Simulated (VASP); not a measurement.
# Ag (P2_1/m) in VASP: single point with PBE

Aim: the single point of Ag with PBE.

Everything below comes from runs of VASP 6.6.1. Logs are shortened: lines on timing, memory, paths and dates and some standing lists are left out, and cuts for length are marked.

## 1. The cell of the first run

The structure is monoclinic, space group P2_1/m (No. 11). Conventional cell: a = 2.930 Å, b = 4.790 Å, c = 2.930 Å, α = 90.00°, β = 120.00°, γ = 90.00°. Ag (site symmetry m) has 12 Ag at 2.72 to 3.13 Å within 3.6 Å.

## 2. Single point, PBE (atom 1 (Ag) moved by (-0.300, -0.300) A along x and y)

The input, INCAR:

```
SYSTEM = Ag
PREC = Accurate
ENCUT = 520
EDIFF = 1E-6
ISMEAR = 0
SIGMA = 0.15
LREAL = .FALSE.
LASPH = .TRUE.
NELM = 100
ALGO = Fast
ISIF = 2
LWAVE = .FALSE.
LCHARG = .FALSE.
GGA = PE
NBANDS = 18
```

The input, KPOINTS:

```
regular mesh
0
G
  18 18 10
  0 0 0
```

The input, POSCAR:

```
Ag
1.0
    2.9299980804      0.0000000000      0.0000000000
   -1.4649990402      2.5374527707      0.0000000000
    0.0000000000      0.0000000000      4.7900000000
Ag
2
Direct
    0.1718297870      0.5484378651      0.2500000000
    0.6666666667      0.3333333333      0.7500000000
```

Potentials or basis: VASP PAW PBE potentials, release 64 (Ag).

On the command line:

```console
cat potpaw_PBE.64/Ag/POTCAR > POTCAR
mpirun -np 1 vasp_std > vasp.out
```

OUTCAR:

```text
SYSTEM = Ag
   PREC = Accurate
   ENCUT = 520
   EDIFF = 1E-6
   ISMEAR = 0
   LREAL = .FALSE.
   LASPH = .TRUE.
   NELM = 100
   ISIF = 2
   GGA = PE

 ion  position               nearest neighbor table
   1  0.172  0.548  0.250-   2 2.72   2 2.72   2 3.02   2 3.02   2 3.13   2 3.13
   2  0.667  0.333  0.750-   1 2.72   1 2.72   1 3.02   1 3.02   1 3.13   1 3.13

  LATTYP: Found a hexagonal cell.
 ALAT       =     2.9299980804
 C/A-ratio  =     1.6348133577

  Lattice vectors:

 A1 = (   2.9299980804,   0.0000000000,   0.0000000000)
 A2 = (  -1.4649990402,   2.5374527707,   0.0000000000)
 A3 = (   0.0000000000,   0.0000000000,   4.7900000000)

Analysis of symmetry for initial positions (statically):
=====================================================================
 Subroutine PRICEL returns:
 Original cell was already a primitive cell.

 Routine SETGRP: Setting up the symmetry group for a
 hexagonal supercell.

 Subroutine GETGRP returns: Found  4 space group operations
 (whereof  1 operations were pure point group operations)
 out of a pool of 24 trial point group operations.

The static configuration has the point symmetry C_1 .
 The point group associated with its full space group is C_2h.

Analysis of symmetry for dynamics (positions and initial velocities):
=====================================================================
 Subroutine PRICEL returns:
 Original cell was already a primitive cell.

 Routine SETGRP: Setting up the symmetry group for a
 hexagonal supercell.

 Subroutine GETGRP returns: Found  4 space group operations
 (whereof  1 operations were pure point group operations)
 out of a pool of 24 trial point group operations.

The dynamic configuration has the point symmetry C_1 .
 The point group associated with its full space group is C_2h.

 Subroutine INISYM returns: Found  4 space group operations
 (whereof  1 operations are pure point group operations),
 and found     1 'primitive' translations

----------------------------------------------------------------------------------------

                                     Primitive cell

  volume of cell :      35.6124

  direct lattice vectors                    reciprocal lattice vectors
     2.929998080  0.000000000  0.000000000     0.341297152  0.197048003  0.000000000
    -1.464999040  2.537452771  0.000000000     0.000000000  0.394096005  0.000000000
     0.000000000  0.000000000  4.790000000     0.000000000  0.000000000  0.208768267

  length of vectors
     2.929998080  2.929998080  4.790000000     0.394096005  0.394096005  0.208768267

  position of ions in fractional coordinates (direct lattice)
     0.171829787  0.548437865  0.250000000
     0.666666667  0.333333333  0.750000000

  ion indices of the primitive-cell ions
   primitive index   ion index
                 1           1
                 2           2

----------------------------------------------------------------------------------------

 KPOINTS: regular mesh

Automatic generation of k-mesh.
 Grid dimensions read from file:
 generate k-points for:   18   18   10

 Generating k-lattice:

  Cartesian coordinates                     Fractional coordinates (reciprocal lattice)
     0.018960953  0.010947111  0.000000000     0.055555556  0.000000000  0.000000000
     0.000000000  0.021894223  0.000000000     0.000000000  0.055555556  0.000000000
     0.000000000  0.000000000  0.020876827     0.000000000  0.000000000  0.100000000

  Length of vectors
     0.021894223  0.021894223  0.020876827

  Shift w.r.t. Gamma in fractional coordinates (k-lattice)
     0.000000000  0.000000000  0.000000000

 Subroutine IBZKPT returns following result:
 ===========================================

 Found    984 irreducible k-points:

 Following reciprocal coordinates:
            Coordinates               Weight
  0.000000  0.000000  0.000000      1.000000
  0.055556  0.000000  0.000000      2.000000
  0.000000  0.055556  0.000000      2.000000
 -0.055556  0.055556  0.000000      2.000000
  0.111111  0.000000  0.000000      2.000000
  0.000000  0.111111  0.000000      2.000000
[... 16 lines left out ...]
  0.444444  0.000000  0.000000      2.000000
  0.000000  0.444444  0.000000      2.000000
 [... further k-points ...]
   k-points           NKPTS =    984   k-points in BZ     NKDIM =    984   number of bands    NBANDS=     18
   number of dos      NEDOS =    301   number of ions     NIONS =      2
   total plane-waves  NPLWV =  20736
   dimension x,y,z NGX =    24 NGY =   24 NGZ =   36
   dimension x,y,z NGXF=    48 NGYF=   48 NGZF=   72
   ions per type =               2
   NGX,Y,Z   is equivalent  to a cutoff of  13.62, 13.62, 12.49 a.u.
   NGXF,Y,Z  is equivalent  to a cutoff of  27.23, 27.23, 24.99 a.u.
 SYSTEM =  Ag
   PREC   = accura    normal or accurate (medium, high low for compatibility)
   ISTART =      0    job   : 0-new  1-cont  2-samecut
   ICHARG =      2    charge: 1-file 2-atom 10-const
   ISPIN  =      1    spin polarized calculation?
   LNONCOLLINEAR =      F non collinear calculations
   LSORBIT =      F    spin-orbit coupling
   LASPH  =      T    aspherical Exc in radial PAW
   ENCUT  =  520.0 eV  38.22 Ry    6.18 a.u.   5.45  5.45  8.91*2*pi/ulx,y,z
   NELM   =    100;   NELMIN=  2; NELMDL= -5     # of ELM steps
   EDIFF  = 0.1E-05   stopping-criterion for ELM
   LREAL  =      F    real-space projection
   EDIFFG = 0.1E-04   stopping-criterion for IOM
   NSW    =      0    number of steps for IOM
   IBRION =     -1    ionic relax: 0-MD 1-quasi-New 2-CG
   NFREE  =      0    steps in history (QN), initial steepest desc. (CG)
   ISIF   =      2    stress and relaxation
   ISYM   =      2    0-nonsym 1-usesym 2-fastsym
   POTIM  = 0.5000    time-step for ionic-motion
   TEBEG  =    0.0;   TEEND  =   0.0 temperature during run
   PSTRESS=    0.0 pullay stress
   NELECT =      22.0000    total number of electrons
   NUPDOWN=      -1.0000    fix difference up-down
   EMIN   =  10.00;   EMAX   =-10.00  energy-range for DOS
   EFERMI =   0.00;   METHOD = LEGACY
   ISMEAR =     0;   SIGMA  =   0.15  broadening in eV -4-tet -1-fermi 0-gaus
   EFERMI_NEDOS =   21; number of points for ismear=-14 and -15
   IALGO  =     68    algorithm
   IMIX   =      4    mixing-type and parameters
     AMIX     =   0.40;   BMIX     =  1.00
     AMIX_MAG =   1.60;   BMIX_MAG =  1.00
  volume/ion in A,a.u.               =      17.81       120.16
  Fermi-wavevector in a.u.,A,eV,Ry     =   1.394276  2.634800 26.449806  1.944006
  Thomas-Fermi vector in A             =   2.517841
   LORBIT       =      0    0 simple, 1 ext, 2 COOP (PROOUT), +10 PAW based schemes
   GGA     = PE    functional components
   LHFCALC =     F    Hartree Fock is set to
   AEXX    =    0.0000 exact exchange contribution
   IVDW    =     0    specifies the selected vdW correction
   LEPSILON=     F    determine dielectric tensor
   LRPA    =     F    only Hartree local field effects (RPA)
 non-spin polarized calculation
 RMM-DIIS sequential band-by-band and
 Gauss-broadening in eV      SIGMA  =   0.15
  energy-cutoff  :      520.00
  volume of cell :       35.61
 maximum number of plane-waves:       990
 NGX is ok and might be reduce to    24
   NGX = 11   NGY = 11   NGZ = 17

 number of electron      22.0000002 magnetization

 Free energy of the ion-electron system (eV)
  ---------------------------------------------------
  ext. energy  EPLUGINS =         0.00000000
  ---------------------------------------------------
  free energy    TOTEN  =        -5.33575201 eV

  energy without entropy =       -5.32901097  energy(sigma->0) =       -5.33238149

 E-fermi :   7.8449     XC(G=0): -11.9440

 val. band max:        7.8347020870   @ k =   0.1667   0.3333  -0.3000
 cond. band min:       7.8577859996   @ k =  -0.2222   0.3333  -0.3000
 fundamental gap:      0.0230839126
 Fermi energy:         7.8449078229

 k-point     1 :       0.0000    0.0000    0.0000
  band No.  band energies     occupation
      1       0.3925      2.00000
      2       1.7525      2.00000
      3       2.8348      2.00000
      4       3.2555      2.00000
      5       3.3852      2.00000
      6       3.3997      2.00000
[... 10 lines left out ...]
     17      25.6986      0.00000
     18      26.9790      0.00000

 k-point     2 :       0.0556    0.0000    0.0000
  band No.  band energies     occupation
      1       0.4765      2.00000
      2       1.8048      2.00000
      3       2.8317      2.00000
      4       3.2453      2.00000
      5       3.4133      2.00000
      6       3.4458      2.00000
[... 10 lines left out ...]
     17      25.4077      0.00000
     18      26.0760      0.00000

 k-point     3 :       0.0000    0.0556    0.0000
  band No.  band energies     occupation
      1       0.4735      2.00000
      2       1.7953      2.00000
      3       2.8465      2.00000
      4       3.2956      2.00000
      5       3.3775      2.00000
      6       3.4033      2.00000
[... 10 lines left out ...]
     17      25.3914      0.00000
     18      26.7776      0.00000

 k-point     4 :      -0.0556    0.0556    0.0000
  band No.  band energies     occupation
      1       0.4747      2.00000
      2       1.8005      2.00000
      3       2.8487      2.00000
      4       3.2601      2.00000
      5       3.3912      2.00000
      6       3.4146      2.00000
[... 10 lines left out ...]
     17      25.4060      0.00000
     18      27.0691      0.00000

 k-point     5 :       0.1111    0.0000    0.0000
  band No.  band energies     occupation
      1       0.7226      2.00000
      2       1.9504      2.00000
      3       2.8088      2.00000
      4       3.2163      2.00000
      5       3.4189      2.00000
      6       3.5183      2.00000
[... 10 lines left out ...]
     17      25.5843      0.00000
     18      26.1813      0.00000

 k-point     6 :       0.0000    0.1111    0.0000
  band No.  band energies     occupation
      1       0.7077      2.00000
      2       1.9083      2.00000
      3       2.8746      2.00000
      4       3.3481      2.00000
      5       3.4003      2.00000
      6       3.4451      2.00000
[... 10 lines left out ...]
     17      25.5796      0.00000
     18      26.9492      0.00000

 k-point     7 :      -0.1111    0.1111    0.0000
  band No.  band energies     occupation
      1       0.7139      2.00000
      2       1.9324      2.00000
      3       2.8730      2.00000
      4       3.2493      2.00000
      5       3.3924      2.00000
      6       3.4352      2.00000
[... 10 lines left out ...]
     17      25.6472      0.00000
     18      26.8645      0.00000

 k-point     8 :       0.1667    0.0000    0.0000
  band No.  band energies     occupation
      1       1.1093      2.00000
      2       2.1431      2.00000
      3       2.7644      2.00000
      4       3.1763      2.00000
      5       3.2899      2.00000
      6       3.6867      2.00000
[... 10 lines left out ...]
     17      24.8182      0.00000
     18      26.1831      0.00000
[... 229 lines left out ...]
     17      21.0139      0.00000
     18      23.0198      0.00000

 k-point    20 :       0.3889    0.0000    0.0000
  band No.  band energies     occupation
      1       1.9117      2.00000
      2       2.4085      2.00000
      3       2.5827      2.00000
      4       3.0148      2.00000
      5       3.2143      2.00000
      6       3.3514      2.00000
[... 10 lines left out ...]
     17      19.2241      0.00000
     18      24.1708      0.00000

 k-point    21 :       0.0000    0.3889    0.0000
  band No.  band energies     occupation
      1       1.8546      2.00000
      2       1.9132      2.00000
      3       2.0619      2.00000
      4       3.1985      2.00000
      5       3.3757      2.00000
      6       3.9836      2.00000
[... 10 lines left out ...]
     17      20.0338      0.00000
     18      23.2953      0.00000

 k-point    22 :      -0.3889    0.3889    0.0000
  band No.  band energies     occupation
      1       1.9788      2.00000
      2       2.0504      2.00000
      3       2.1873      2.00000
      4       3.2391      2.00000
      5       3.3093      2.00000
      6       3.7871      2.00000
[... 10 lines left out ...]
     17      19.7575      0.00000
     18      22.6945      0.00000

 k-point    23 :       0.4444    0.0000    0.0000
  band No.  band energies     occupation
      1       1.8335      2.00000
      2       2.3929      2.00000
      3       2.4856      2.00000
      4       2.9323      2.00000
      5       3.2972      2.00000
      6       3.3498      2.00000
[... 10 lines left out ...]
     17      18.4997      0.00000
     18      23.8238      0.00000

 k-point    24 :       0.0000    0.4444    0.0000
  band No.  band energies     occupation
      1       1.8239      2.00000
      2       1.8628      2.00000
      3       1.9343      2.00000
      4       3.1650      2.00000
      5       3.4154      2.00000
      6       3.9494      2.00000
[... 10 lines left out ...]
     17      19.1736      0.00000
     18      23.1063      0.00000

 [... further k-points ...]

------------------------ aborting loop because EDIFF is reached ----------------------------------------

  FORCE on cell =-STRESS in cart. coord.  units (eV):
  Direction    XX          YY          ZZ          XY          YZ          ZX
  --------------------------------------------------------------------------------------
  -------------------------------------------------------------------------------------
  Total        0.3605867     -0.2647420      1.1424608      0.2548576      0.0000000      0.0000000
  in kB       16.2225649    -11.9105715     51.3985752     11.4658812      0.0000000      0.0000000
  external PRESSURE =      18.5701895 kB  Pullay stress =       0.0000000 kB

 VOLUME and BASIS-vectors are now :
 -----------------------------------------------------------------------------
  energy-cutoff  :      520.00
  volume of cell :       35.61
      direct lattice vectors                 reciprocal lattice vectors
     2.929998080  0.000000000  0.000000000     0.341297152  0.197048003  0.000000000
    -1.464999040  2.537452771  0.000000000     0.000000000  0.394096005  0.000000000
     0.000000000  0.000000000  4.790000000     0.000000000  0.000000000  0.208768267

 POSITION                                       TOTAL-FORCE (eV/Angst)
 -----------------------------------------------------------------------------------
     -0.30000      1.39164      1.19750         0.437318      0.237849     -0.000000
      1.46500      0.84582      3.59250        -0.437318     -0.237849      0.000000
 -----------------------------------------------------------------------------------
    total drift:                                0.000002      0.000009      0.000000

  FREE ENERGIE OF THE ION-ELECTRON SYSTEM (eV)
  ---------------------------------------------------
  free  energy   TOTEN  =        -5.3357520070 eV

  energy  without entropy=       -5.3290109743  energy(sigma->0) =       -5.33238149
```

It took 4.2 min on 1 thread of Intel Xeon Platinum 8375C at 2.90GHz (Ice Lake), shared host; peak memory 0.58 GiB.

What came out:

```yaml
Free_energy: -5.3358 eV
Pressure: 1.9 GPa
Largest_force: 0.498 eV/Å
Band_gap_on_the_k_mesh: zero (bands 11 and 12 overlap by 7.29 eV)
```

Forces on the atoms (eV/Å):
```
Ag   0.437  0.238  0.000
Ag  -0.437 -0.238  0.000
```

Levels at points of the mesh, in eV from the Fermi level:
| k point | band 8 | band 9 | band 10 | band 11 | band 12 | band 13 | band 14 | band 15 |
| --- | --- | --- | --- | --- | --- | --- | --- | --- |
| (0.00, 0.00, 0.00) | -4.18 | -3.59 | -3.53 | -2.88 | -0.27 | 3.41 | 15.34 | 16.71 |
| (0.50, 0.00, 0.00) | -3.03 | -3.01 | -2.79 | 0.78 | 0.82 | 7.76 | 7.89 | 8.56 |
| (0.00, 0.50, 0.00) | -3.04 | -2.89 | -2.88 | -0.34 | 1.89 | 5.99 | 6.00 | 9.86 |
| (0.50, 0.50, 0.00) | -3.24 | -2.92 | -2.86 | -0.05 | 1.63 | 6.40 | 6.61 | 9.36 |
| (0.00, 0.00, 0.50) | -4.43 | -3.40 | -3.40 | -3.33 | -3.33 | 10.80 | 10.80 | 16.02 |
| (0.50, 0.00, 0.50) | -2.91 | -2.76 | -2.76 | 0.50 | 0.50 | 4.67 | 4.67 | 13.14 |
| (0.00, 0.50, 0.50) | -3.27 | -2.89 | -2.89 | 1.32 | 1.32 | 3.82 | 3.82 | 12.73 |
| (0.50, 0.50, 0.50) | -3.05 | -2.88 | -2.88 | 0.98 | 0.98 | 4.17 | 4.17 | 12.43 |

Caveat: the cell differs from its parent crystal (atom 1 (Ag) moved by (-0.300, -0.300) A along x and y); the stress differs along the axes, from -1 to 5 GPa.

The gap in the log of VASP goes by the Fermi energy; the results here count the filled bands.